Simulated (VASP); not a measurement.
# Al (Im-3m) in VASP: a series of runs

The runs below take Al through single point, with PBEsol.

Program: VASP 6.6.1. These are calculated values, not measurements. Logs are shortened: lines on timing, memory, paths and dates and some standing lists are left out, and cuts for length are marked.

**1. The cell of the first run**

Symmetry: Im-3m, No. 229, cubic system. Conventional cell: a = 3.021 Å, b = 3.021 Å, c = 3.021 Å, α = 90.00°, β = 90.00°, γ = 90.00°. Al (site symmetry m-3m) has 14 Al at 2.62 to 3.02 Å within 3.5 Å.

**2. Single point, PBEsol**

Contents of INCAR:

```
SYSTEM = Al
PREC     = Accurate       ! precision mode
ENCUT    = 520            ! plane-wave cutoff, eV
EDIFF    = 1E-6           ! SCF threshold, eV
ISMEAR   = -1             ! smearing method
SIGMA    = 0.05           ! smearing width, eV
LREAL    = .FALSE.        ! projectors in reciprocal space
LASPH    = .TRUE.         ! aspherical terms in the spheres
NELM     = 100            ! most SCF steps
ALGO     = Fast           ! electronic algorithm
ISIF     = 2              ! what is computed and relaxed
LWAVE    = .FALSE.        ! write WAVECAR
LCHARG   = .TRUE.         ! write CHGCAR
GGA      = PS             ! functional
LELF     = .TRUE.         ! ELF
LVHAR    = .TRUE.       
NBANDS   = 8              ! bands
```

Contents of KPOINTS:

```
regular mesh
0
G
  12 12 12
  0 0 0
```

Contents of POSCAR:

```
Al
1.0
   -1.5104949299      1.5104949299      1.5104949299
    1.5104949299     -1.5104949299      1.5104949299
    1.5104949299      1.5104949299     -1.5104949299
Al
1
Direct
    0.0000000000      0.0000000000      0.0000000000
```

Potentials or basis: VASP PAW PBE potentials, release 64 (Al).

Launch:

```console
cat potpaw_PBE.64/Al/POTCAR > POTCAR
mpirun -np 1 vasp_std > vasp.out
```

OUTCAR:

```text
SYSTEM = Al
   PREC = Accurate
   ENCUT = 520
   EDIFF = 1E-6
   ISMEAR = -1
   LREAL = .FALSE.
   LASPH = .TRUE.
   NELM = 100
   ISIF = 2
   GGA = PS

 ion  position               nearest neighbor table
   1  0.000  0.000  0.000-

  LATTYP: Found a body centered cubic cell.
 ALAT       =     3.0209898598

  Lattice vectors:

 A1 = (  -1.5104949299,   1.5104949299,   1.5104949299)
 A2 = (   1.5104949299,  -1.5104949299,   1.5104949299)
 A3 = (   1.5104949299,   1.5104949299,  -1.5104949299)

Analysis of symmetry for initial positions (statically):
=====================================================================
 Subroutine PRICEL returns:
 Original cell was already a primitive cell.

 Routine SETGRP: Setting up the symmetry group for a
 body centered cubic supercell.

 Subroutine GETGRP returns: Found 48 space group operations
[... 9 lines left out ...]

 Routine SETGRP: Setting up the symmetry group for a
 body centered cubic supercell.

 Subroutine GETGRP returns: Found 48 space group operations
[... 11 lines left out ...]
                                     Primitive cell

  volume of cell :      13.7854

  direct lattice vectors                    reciprocal lattice vectors
    -1.510494930  1.510494930  1.510494930     0.000000000  0.331017331  0.331017331
     1.510494930 -1.510494930  1.510494930     0.331017331  0.000000000  0.331017331
     1.510494930  1.510494930 -1.510494930     0.331017331  0.331017331  0.000000000

  length of vectors
     2.616253963  2.616253963  2.616253963     0.468129199  0.468129199  0.468129199

  position of ions in fractional coordinates (direct lattice)
     0.000000000  0.000000000  0.000000000

  ion indices of the primitive-cell ions
   primitive index   ion index
                 1           1

----------------------------------------------------------------------------------------

 KPOINTS: regular mesh

Automatic generation of k-mesh.
 Grid dimensions read from file:
 generate k-points for:   12   12   12

 Generating k-lattice:

  Cartesian coordinates                     Fractional coordinates (reciprocal lattice)
     0.000000000  0.027584778  0.027584778     0.083333333  0.000000000  0.000000000
     0.027584778  0.000000000  0.027584778     0.000000000  0.083333333  0.000000000
     0.027584778  0.027584778  0.000000000     0.000000000  0.000000000  0.083333333

  Length of vectors
     0.039010767  0.039010767  0.039010767
[... 47 lines left out ...]
   ICHARG =      2    charge: 1-file 2-atom 10-const
   ISPIN  =      1    spin polarized calculation?
   LNONCOLLINEAR =      F non collinear calculations
   LSORBIT =      F    spin-orbit coupling
   LASPH  =      T    aspherical Exc in radial PAW
   ENCUT  =  520.0 eV  38.22 Ry    6.18 a.u.   4.86  4.86  4.86*2*pi/ulx,y,z
   NELM   =    100;   NELMIN=  2; NELMDL= -5     # of ELM steps
   EDIFF  = 0.1E-05   stopping-criterion for ELM
   LREAL  =      F    real-space projection
   EDIFFG = 0.1E-04   stopping-criterion for IOM
   NSW    =      0    number of steps for IOM
   IBRION =     -1    ionic relax: 0-MD 1-quasi-New 2-CG
   NFREE  =      0    steps in history (QN), initial steepest desc. (CG)
   ISIF   =      2    stress and relaxation
   ISYM   =      2    0-nonsym 1-usesym 2-fastsym
   POTIM  = 0.5000    time-step for ionic-motion
   TEBEG  =    0.0;   TEEND  =   0.0 temperature during run
   PSTRESS=    0.0 pullay stress
   NELECT =       3.0000    total number of electrons
   NUPDOWN=      -1.0000    fix difference up-down
   EMIN   =  10.00;   EMAX   =-10.00  energy-range for DOS
   EFERMI =   0.00;   METHOD = LEGACY
   ISMEAR =    -1;   SIGMA  =   0.05  broadening in eV -4-tet -1-fermi 0-gaus
   EFERMI_NEDOS =   21; number of points for ismear=-14 and -15
   IALGO  =     68    algorithm
   IMIX   =      4    mixing-type and parameters
     AMIX     =   0.40;   BMIX     =  1.00
     AMIX_MAG =   1.60;   BMIX_MAG =  1.00
  volume/ion in A,a.u.               =      13.79        93.03
  Fermi-wavevector in a.u.,A,eV,Ry     =   0.984712  1.860836 13.192999  0.969658
  Thomas-Fermi vector in A             =   2.115965
   LORBIT       =      0    0 simple, 1 ext, 2 COOP (PROOUT), +10 PAW based schemes
   GGA     = PS    functional components
   LHFCALC =     F    Hartree Fock is set to
   AEXX    =    0.0000 exact exchange contribution
   IVDW    =     0    specifies the selected vdW correction
   LEPSILON=     F    determine dielectric tensor
   LRPA    =     F    only Hartree local field effects (RPA)
 non-spin polarized calculation
 RMM-DIIS sequential band-by-band and
  energy-cutoff  :      520.00
  volume of cell :       13.79
 maximum number of plane-waves:       384
   NGX =  9   NGY =  9   NGZ =  9

 number of electron       3.0000000 magnetization

 Free energy of the ion-electron system (eV)
  ---------------------------------------------------
  ext. energy  EPLUGINS =         0.00000000
  ---------------------------------------------------
  free energy    TOTEN  =        -3.84045927 eV

  energy without entropy =       -3.83649883  energy(sigma->0) =       -3.83847905

 E-fermi :   9.9552     XC(G=0): -10.9361

 val. band max:        9.8904801651   @ k =  -0.3333   0.5000   0.1667
 cond. band min:      10.0073563319   @ k =  -0.4167   0.4167   0.2500
 fundamental gap:      0.1168761668
 Fermi energy:         9.9551615218

 k-point     1 :       0.0000    0.0000    0.0000
  band No.  band energies     occupation
      1      -2.4704      2.00000
      2      24.3439      0.00000
      3      24.3439      0.00000
      4      24.3439      0.00000
      5      27.5088      0.00000
      6      27.5088      0.00000
      7      27.5088      0.00000
      8      27.7116      0.00000
[... 243 lines left out ...]
 k-point    24 :       0.4167    0.0833    0.0833
  band No.  band energies     occupation
      1       5.3593      2.00000
      2       6.3023      2.00000
      3      15.1892      0.00000
      4      16.7495      0.00000
      5      25.4905      0.00000
      6      26.3707      0.00000
      7      33.0284      0.00000
      8      34.9994      0.00000

 [... further k-points ...]
[... 5 lines left out ...]
  --------------------------------------------------------------------------------------
  -------------------------------------------------------------------------------------
  Total        1.7320897      1.7320897      1.7320897      0.0000000      0.0000000     -0.0000000
  in kB      201.3089849    201.3089849    201.3089849      0.0000000      0.0000000     -0.0000000
  external PRESSURE =     201.3089849 kB  Pullay stress =       0.0000000 kB

 VOLUME and BASIS-vectors are now :
 -----------------------------------------------------------------------------
  energy-cutoff  :      520.00
  volume of cell :       13.79
      direct lattice vectors                 reciprocal lattice vectors
    -1.510494930  1.510494930  1.510494930     0.000000000  0.331017331  0.331017331
     1.510494930 -1.510494930  1.510494930     0.331017331  0.000000000  0.331017331
     1.510494930  1.510494930 -1.510494930     0.331017331  0.331017331  0.000000000

 POSITION                                       TOTAL-FORCE (eV/Angst)
 -----------------------------------------------------------------------------------
      0.00000      0.00000      0.00000         0.000000      0.000000      0.000000
 -----------------------------------------------------------------------------------
    total drift:                                0.000000      0.000000     -0.000000

  FREE ENERGIE OF THE ION-ELECTRON SYSTEM (eV)
  ---------------------------------------------------
  free  energy   TOTEN  =        -3.8404592659 eV

  energy  without entropy=       -3.8364988311  energy(sigma->0) =       -3.83847905
```

stdout:

```text
POSCAR found type information on POSCAR Al
 POSCAR found :  1 types and       1 ions
 scaLAPACK will be used
 -----------------------------------------------------------------------------
|                                                                             |
|                                                                             |
|     You enforced a specific xc type in the INCAR file but a different       |
|     I HOPE YOU KNOW WHAT YOU ARE DOING!                                     |
|                                                                             |
 -----------------------------------------------------------------------------

 LDA part: xc-table for (Slater+PW92), standard interpolation
 POSCAR, INCAR and KPOINTS ok, starting setup
 FFT: planning ... GRIDC
 FFT: planning ... GRID_SOFT
 FFT: planning ... GRID
 WAVECAR not read
 entering main loop
```

Run time: 10 s. Hardware: 1 thread of Intel Xeon 8259CL, shared host; peak memory 0.12 GiB.

Results:

```
Free energy : -3.8405 eV
Pressure    : 20.1 GPa
```

Levels at points of the mesh, in eV from the Fermi level:
```csv
k point,band 1,band 2,band 3,band 4
"(0.00, 0.00, 0.00)",-12.43,14.39,14.39,14.39
"(0.50, 0.00, 0.00)",-5.00,-4.08,8.70,9.66
"(0.50, 0.50, 0.50)",2.23,2.23,2.23,2.67
```

Caveat: the PAW data sets were made with another functional, which shifts forces and pressure a little.

**3. Single point, PBEsol**

This run uses another cell than the first one, of 15.62 Å³/atom, 1.133 times its volume.

Contents of INCAR:

```
PREC = Accurate
ENCUT = 520
EDIFF = 1E-6
ISMEAR = -1
SIGMA = 0.05
LREAL = False
LASPH = True
NELM = 100
ALGO = Fast
ISIF = 2
LWAVE = False
LCHARG = False
GGA = PS
NBANDS = 8
```

Contents of KPOINTS:

```
regular mesh
0
Gamma
  12 12 12
```

Contents of POSCAR:

```
Al
1.0
   -1.5746735297      1.5746735297      1.5746735297
    1.5746735297     -1.5746735297      1.5746735297
    1.5746735297      1.5746735297     -1.5746735297
Al
1
Direct
    0.0000000000      0.0000000000      0.0000000000
```

Potentials or basis: VASP PAW PBE potentials, release 64 (Al).

Launch:

```console
cat potpaw_PBE.64/Al/POTCAR > POTCAR
mpirun -np 1 vasp_std > vasp.out
```

Run time: 9.8 s. Hardware: 1 thread of Intel Xeon 8259CL, shared host; peak memory 0.12 GiB.

It converged, with:

```yaml
Free_energy: -3.9756 eV
Pressure: 5.0 GPa
```

Levels at points of the mesh, in eV from the Fermi level:
```
           k point  band 1  band 2  band 3  band 4  band 5  band 6
(0.00, 0.00, 0.00)  -11.51   13.58   13.58   13.58   15.51   15.51
(0.50, 0.00, 0.00)   -4.52   -3.91    8.39    8.59   10.36   11.89
(0.50, 0.50, 0.50)    1.97    1.97    1.97    2.89    2.89    6.27
```

Caveat: the PAW data sets were made with another functional, which shifts forces and pressure a little.
